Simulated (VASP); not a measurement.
# CdSe (R3m) in VASP: notebook

The runs below take CdSe through single point, with PBEsol.

Program: VASP 6.6.1. These are calculated values, not measurements. Logs are shortened: lines on timing, memory, paths and dates and some standing lists are left out, and cuts for length are marked.

**1. The cell of the first run**

Symmetry: R3m, No. 160, trigonal system. Conventional cell: a = 4.631 Å, b = 4.631 Å, c = 10.056 Å, α = 90.00°, β = 90.00°, γ = 120.00°. Cd (site symmetry 3m) has 4 Se at 2.51 to 2.80 Å within 3.3 Å. Se (site symmetry 3m) has 4 Cd at 2.51 to 2.80 Å within 3.3 Å.

**2. Single point, PBEsol (31.13 Å³/atom)**

Contents of INCAR:

```
SYSTEM = CdSe
PREC = Accurate ; ENCUT = 520
EDIFF = 1E-6 ; ISMEAR = 0
SIGMA = 0.05 ; LREAL = .False.
LASPH = .True. ; NELM = 80
ALGO = Normal ; ISIF = 2
LWAVE = .False. ; LCHARG = .False.
GGA = PS ; NBANDS = 16
```

Contents of KPOINTS:

```
regular mesh
0
Gamma
  10 10 10
  0 0 0
```

Contents of POSCAR:

```
CdSe
1.0
    0.0000000000      3.2748225686      3.2748225686
    3.2748225686      0.0000000000      3.2748225686
    3.0268093394      3.0268093394      0.2480132292
Cd Se
1 1
Direct
    0.0000000000      0.0000000000      0.0000000000
    0.7500000000      0.7500000000      0.7500000000
```

Potentials or basis: VASP PAW PBE potentials, release 64 (Cd, Se).

Run with:

```console
$ cat potpaw_PBE.64/Cd/POTCAR potpaw_PBE.64/Se/POTCAR > POTCAR
$ mpirun -np 1 vasp_std > vasp.out
```

OUTCAR:

```text
SYSTEM = CdSe
   PREC = Accurate
   ENCUT = 520
   EDIFF = 1E-6
   ISMEAR = 0
   LREAL = .False.
   LASPH = .True.
   NELM = 80
   ISIF = 2
   GGA = PS

 ion  position               nearest neighbor table
   1  0.000  0.000  0.000-   2 2.51   2 2.80   2 2.80   2 2.80
   2  0.750  0.750  0.750-   1 2.51   1 2.80   1 2.80   1 2.80

  LATTYP: Found a trigonal (rhomboedric) cell.
 ALAT       =     4.2877336806
 COS(alpha) =     0.4166624355

  Lattice vectors:

 A1 = (   3.0268093394,  -0.2480132292,  -3.0268093394)
 A2 = (  -0.2480132292,   3.0268093394,  -3.0268093394)
 A3 = (   3.0268093394,   3.0268093394,   0.2480132292)

Analysis of symmetry for initial positions (statically):
=====================================================================
 Subroutine PRICEL returns:
 Original cell was already a primitive cell.

 Routine SETGRP: Setting up the symmetry group for a
 trigonal (rhombohedral) supercell.

 Subroutine GETGRP returns: Found  6 space group operations
 (whereof  6 operations were pure point group operations)
 out of a pool of 12 trial point group operations.

The static configuration has the point symmetry C_3v.

Analysis of symmetry for dynamics (positions and initial velocities):
=====================================================================
 Subroutine PRICEL returns:
 Original cell was already a primitive cell.

 Routine SETGRP: Setting up the symmetry group for a
 trigonal (rhombohedral) supercell.

 Subroutine GETGRP returns: Found  6 space group operations
 (whereof  6 operations were pure point group operations)
 out of a pool of 12 trial point group operations.

The dynamic configuration has the point symmetry C_3v.

 Subroutine INISYM returns: Found  6 space group operations
 (whereof  6 operations are pure point group operations),
 and found     1 'primitive' translations

----------------------------------------------------------------------------------------

                                     Primitive cell

  volume of cell :      62.2620

  direct lattice vectors                    reciprocal lattice vectors
     0.000000000  3.274822569  3.274822569    -0.159202460  0.146157596  0.159202460
     3.274822569  0.000000000  3.274822569     0.146157596 -0.159202460  0.159202460
     3.026809339  3.026809339  0.248013229     0.172247324  0.172247324 -0.172247324

  length of vectors
     4.631298491  4.631298491  4.287733681     0.268426692  0.268426692  0.298341116

  position of ions in fractional coordinates (direct lattice)
     0.000000000  0.000000000  0.000000000
     0.750000000  0.750000000  0.750000000

  ion indices of the primitive-cell ions
   primitive index   ion index
                 1           1
                 2           2

----------------------------------------------------------------------------------------

 KPOINTS: regular mesh

Automatic generation of k-mesh.
 Grid dimensions read from file:
 generate k-points for:   10   10   10

 Generating k-lattice:

  Cartesian coordinates                     Fractional coordinates (reciprocal lattice)
    -0.015920246  0.014615760  0.015920246     0.100000000  0.000000000 -0.000000000
     0.014615760 -0.015920246  0.015920246     0.000000000  0.100000000 -0.000000000
     0.017224732  0.017224732 -0.017224732     0.000000000  0.000000000  0.100000000

  Length of vectors
     0.026842669  0.026842669  0.029834112

  Shift w.r.t. Gamma in fractional coordinates (k-lattice)
     0.000000000  0.000000000  0.000000000

 Subroutine IBZKPT returns following result:
 ===========================================

 Found    116 irreducible k-points:

 Following reciprocal coordinates:
            Coordinates               Weight
  0.000000  0.000000  0.000000      1.000000
  0.100000  0.000000  0.000000      6.000000
  0.200000  0.000000  0.000000      6.000000
  0.300000  0.000000  0.000000      6.000000
  0.400000  0.000000  0.000000      6.000000
  0.500000  0.000000  0.000000      3.000000
[... 16 lines left out ...]
  0.300000  0.300000  0.000000      6.000000
  0.400000  0.300000  0.000000     12.000000
 [... further k-points ...]
   k-points           NKPTS =    116   k-points in BZ     NKDIM =    116   number of bands    NBANDS=     16
   number of dos      NEDOS =    301   number of ions     NIONS =      2
   total plane-waves  NPLWV =  41472
   dimension x,y,z NGX =    36 NGY =   36 NGZ =   32
   dimension x,y,z NGXF=    72 NGYF=   72 NGZF=   64
   ions per type =               1   1
   NGX,Y,Z   is equivalent  to a cutoff of  12.92, 12.92, 12.41 a.u.
   NGXF,Y,Z  is equivalent  to a cutoff of  25.85, 25.85, 24.81 a.u.
 SYSTEM =  CdSe
   PREC   = accura    normal or accurate (medium, high low for compatibility)
   ISTART =      0    job   : 0-new  1-cont  2-samecut
   ICHARG =      2    charge: 1-file 2-atom 10-const
   ISPIN  =      1    spin polarized calculation?
   LNONCOLLINEAR =      F non collinear calculations
   LSORBIT =      F    spin-orbit coupling
   LASPH  =      T    aspherical Exc in radial PAW
   ENCUT  =  520.0 eV  38.22 Ry    6.18 a.u.   8.61  8.61  7.97*2*pi/ulx,y,z
   NELM   =     80;   NELMIN=  2; NELMDL= -5     # of ELM steps
   EDIFF  = 0.1E-05   stopping-criterion for ELM
   LREAL  =      F    real-space projection
   EDIFFG = 0.1E-04   stopping-criterion for IOM
   NSW    =      0    number of steps for IOM
   IBRION =     -1    ionic relax: 0-MD 1-quasi-New 2-CG
   NFREE  =      0    steps in history (QN), initial steepest desc. (CG)
   ISIF   =      2    stress and relaxation
   ISYM   =      2    0-nonsym 1-usesym 2-fastsym
   POTIM  = 0.5000    time-step for ionic-motion
   TEBEG  =    0.0;   TEEND  =   0.0 temperature during run
   PSTRESS=    0.0 pullay stress
   NELECT =      18.0000    total number of electrons
   NUPDOWN=      -1.0000    fix difference up-down
   EMIN   =  10.00;   EMAX   =-10.00  energy-range for DOS
   EFERMI =   0.00;   METHOD = LEGACY
   ISMEAR =     0;   SIGMA  =   0.05  broadening in eV -4-tet -1-fermi 0-gaus
   EFERMI_NEDOS =   21; number of points for ismear=-14 and -15
   IALGO  =     38    algorithm
   IMIX   =      4    mixing-type and parameters
     AMIX     =   0.40;   BMIX     =  1.00
     AMIX_MAG =   1.60;   BMIX_MAG =  1.00
  volume/ion in A,a.u.               =      31.13       210.08
  Fermi-wavevector in a.u.,A,eV,Ry     =   1.082492  2.045613 15.943152  1.171789
  Thomas-Fermi vector in A             =   2.218535
   LORBIT       =      0    0 simple, 1 ext, 2 COOP (PROOUT), +10 PAW based schemes
   GGA     = PS    functional components
   LHFCALC =     F    Hartree Fock is set to
   AEXX    =    0.0000 exact exchange contribution
   IVDW    =     0    specifies the selected vdW correction
   LEPSILON=     F    determine dielectric tensor
   LRPA    =     F    only Hartree local field effects (RPA)
 non-spin polarized calculation
 Gauss-broadening in eV      SIGMA  =   0.05
  energy-cutoff  :      520.00
  volume of cell :       62.26
 maximum number of plane-waves:      1701
   NGX = 17   NGY = 17   NGZ = 15

 number of electron      17.9999998 magnetization

 Free energy of the ion-electron system (eV)
  ---------------------------------------------------
  ext. energy  EPLUGINS =         0.00000000
  ---------------------------------------------------
  free energy    TOTEN  =        -5.96941129 eV

  energy without entropy =       -5.96941129  energy(sigma->0) =       -5.96941129

 E-fermi :   0.3155     XC(G=0):  -8.6388

 val. band max:        0.0712543415   @ k =   0.1000   0.0000   0.0000
 cond. band min:       0.5471941031   @ k =   0.0000   0.0000   0.0000
 fundamental gap:      0.4759397616
 Fermi energy:         0.3154860753

 k-point     1 :       0.0000    0.0000    0.0000
  band No.  band energies     occupation
      1     -12.0911      2.00000
      2      -7.6650      2.00000
      3      -7.5651      2.00000
      4      -7.5651      2.00000
      5      -7.3009      2.00000
      6      -7.3009      2.00000
[... 8 lines left out ...]
     15      10.9924      0.00000
     16      10.9924      0.00000

 k-point     2 :       0.1000    0.0000    0.0000
  band No.  band energies     occupation
      1     -12.0658      2.00000
      2      -7.6554      2.00000
      3      -7.5602      2.00000
      4      -7.5407      2.00000
      5      -7.3012      2.00000
      6      -7.2997      2.00000
[... 8 lines left out ...]
     15      10.2758      0.00000
     16      10.8332      0.00000

 k-point     3 :       0.2000    0.0000    0.0000
  band No.  band energies     occupation
      1     -11.9992      2.00000
      2      -7.6308      2.00000
      3      -7.5486      2.00000
      4      -7.4651      2.00000
      5      -7.3005      2.00000
      6      -7.2943      2.00000
[... 8 lines left out ...]
     15       9.9766      0.00000
     16      10.5755      0.00000

 k-point     4 :       0.3000    0.0000    0.0000
  band No.  band energies     occupation
      1     -11.9157      2.00000
      2      -7.6027      2.00000
      3      -7.5371      2.00000
      4      -7.3518      2.00000
      5      -7.2963      2.00000
      6      -7.2700      2.00000
[... 8 lines left out ...]
     15       9.8663      0.00000
     16      10.7009      0.00000
[... 324 lines left out ...]
 k-point    22 :      -0.2000    0.2000    0.0000
  band No.  band energies     occupation
      1     -11.8925      2.00000
      2      -7.5983      2.00000
      3      -7.5104      2.00000
      4      -7.3685      2.00000
      5      -7.2947      2.00000
      6      -7.2363      2.00000
[... 8 lines left out ...]
     15      10.8882      0.00000
     16      11.7732      0.00000

 k-point    23 :       0.3000    0.3000    0.0000
  band No.  band energies     occupation
      1     -11.8353      2.00000
      2      -7.5263      2.00000
      3      -7.4395      2.00000
      4      -7.4177      2.00000
      5      -7.2804      2.00000
      6      -7.2503      2.00000
[... 8 lines left out ...]
     15      11.5998      0.00000
     16      12.9572      0.00000

 k-point    24 :       0.4000    0.3000    0.0000
  band No.  band energies     occupation
      1     -11.7798      2.00000
      2      -7.5016      2.00000
      3      -7.4486      2.00000
      4      -7.3727      2.00000
      5      -7.2771      2.00000
      6      -7.1593      2.00000
[... 8 lines left out ...]
     15      11.8056      0.00000
     16      12.8100      0.00000

 [... further k-points ...]
[... 5 lines left out ...]
  --------------------------------------------------------------------------------------
  -------------------------------------------------------------------------------------
  Total       -1.0958273     -1.0958273     -1.0958273      1.1876794     -1.1876794     -1.1876794
  in kB      -28.1987350    -28.1987350    -28.1987350     30.5623508    -30.5623508    -30.5623508
  external PRESSURE =     -28.1987350 kB  Pullay stress =       0.0000000 kB

 VOLUME and BASIS-vectors are now :
 -----------------------------------------------------------------------------
  energy-cutoff  :      520.00
  volume of cell :       62.26
      direct lattice vectors                 reciprocal lattice vectors
     0.000000000  3.274822569  3.274822569    -0.159202460  0.146157596  0.159202460
     3.274822569  0.000000000  3.274822569     0.146157596 -0.159202460  0.159202460
     3.026809339  3.026809339  0.248013229     0.172247324  0.172247324 -0.172247324

 POSITION                                       TOTAL-FORCE (eV/Angst)
 -----------------------------------------------------------------------------------
      0.00000      0.00000      0.00000        -0.473021     -0.473021      0.473021
      4.72622      4.72622      5.09824         0.473021      0.473021     -0.473021
 -----------------------------------------------------------------------------------
    total drift:                               -0.000265     -0.000265      0.000267

  FREE ENERGIE OF THE ION-ELECTRON SYSTEM (eV)
  ---------------------------------------------------
  free  energy   TOTEN  =        -5.9694112855 eV

  energy  without entropy=       -5.9694112855  energy(sigma->0) =       -5.96941129
```

It took 1.9 min on 1 thread of Intel Xeon 8259CL, shared host; peak memory 0.28 GiB.

What came out:

- Free energy: -5.9694 eV
- Pressure: -2.8 GPa
- Largest force: 0.819 eV/Å
- Band gap on the k mesh: 0.48 eV (least direct gap 0.54 eV)

Forces in eV/Å, atoms in the order of the input:
```
Cd  -0.473 -0.473  0.473
Se   0.473  0.473 -0.473
```

Caveat: the PAW data sets were made with another functional, which shifts forces and pressure a little. A k mesh can miss the band edges.

[end of part 1 of 2]
